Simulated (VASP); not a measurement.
**TaN: single point with PBE**

Crystal: TaN.

```
Ta N
1.0
     0.13610    2.27821    2.27821
     2.27821    0.13610    2.27821
     2.27821    2.27821    0.13610
Ta N
1 1
Cartesian
  2.3463 2.3463 2.3463
  0.0000 0.0000 0.0000
```

```yaml
Program: VASP 6.6.1
Task: single point
Functional: PBE
Potentials_or_basis: VASP PAW PBE potentials, release 64 (Ta_sv_GW, N)
Cutoff: 700 eV
k_mesh: 20 × 20 × 20
Occupations: gaussian, width 0.15 eV
Spin: no spin polarisation
Dipole_correction: no
Further_INCAR_settings: ALGO = Normal; EDIFF = 1e-06; NBANDS = 16
```

* Pressure: 0.6 GPa
* Band gap on the k mesh: zero (bands 9 and 10 overlap by 3.09 eV)

Stress tensor (GPa, compression positive):
```
 0.59 -3.06 -3.06
-3.06  0.59 -3.06
-3.06 -3.06  0.59
```

Levels at points of the mesh, in eV from the Fermi level:
| k point | band 5 | band 6 | band 7 | band 8 | band 9 | band 10 | band 11 | band 12 | band 13 | band 14 |
| --- | --- | --- | --- | --- | --- | --- | --- | --- | --- | --- |
| (0.00, 0.00, 0.00) | -18.62 | -4.01 | -3.44 | -3.44 | -2.99 | -1.59 | -1.59 | 0.31 | 0.31 | 1.73 |
| (0.50, 0.00, 0.00) | -15.61 | -10.11 | -7.94 | -7.04 | 0.62 | 2.84 | 3.01 | 3.81 | 7.43 | 7.76 |
| (0.50, 0.50, 0.00) | -17.35 | -6.52 | -5.29 | -4.69 | -4.21 | 2.04 | 3.25 | 3.80 | 4.36 | 7.13 |
| (0.50, 0.50, 0.50) | -15.89 | -10.25 | -6.77 | -6.77 | 1.50 | 1.51 | 1.51 | 4.29 | 6.93 | 6.93 |

Run time: 5.9 min on 1 thread of Intel(R) Xeon(R) Platinum 8259CL CPU @ 2.50GHz (Skylake/Cascade Lake) (shared host), peak memory 0.56 GiB.

Caveat: spin-orbit coupling is left out, which moves the levels of the heavy elements.
